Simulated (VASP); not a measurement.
Ni, 2 atoms in the cell. The structure is hexagonal, space group P6_3/mmc (No. 194). The conventional cell has a = 2.448 Å, b = 2.448 Å, c = 4.073 Å, α = 90.00°, β = 90.00°, γ = 120.00°. Within 3.2 Å of Ni (site symmetry -6m2) lie 12 Ni at 2.45 to 2.48 Å. 

| Item | Value |
| --- | --- |
| Program | VASP 6.6.1 |
| Task | single point |
| Functional | PBEsol |
| Potentials or basis | VASP PAW PBE potentials, release 64 (Ni) |
| Cutoff | 520 eV |
| k mesh | 12 × 12 × 7 |
| Occupations | fermi-dirac, width 0.05 eV |
| Spin | collinear spin, antiferromagnetic start |
| Starting moments | [1.0, -1.0] μB |
| Dipole correction | no |
| Further INCAR settings | ALGO = Normal; EDIFF = 1e-06; NBANDS = 21 |

Potentials or basis: VASP PAW PBE potentials, release 64 (Ni).

The run is started by

```sh
$ cat potpaw_PBE.64/Ni/POTCAR > POTCAR
$ mpirun -np 1 vasp_std > vasp.out
```

Hardware: 1 thread of Intel(R) Xeon(R) 6975P-C (Granite Rapids), with other jobs on the host.

How long does it take, and how much memory?

Run time: 31 s on 1 thread of Intel(R) Xeon(R) 6975P-C (Granite Rapids), with other jobs on the host, peak memory 0.16 GiB. Counts: scf iterations 16, k points 76.
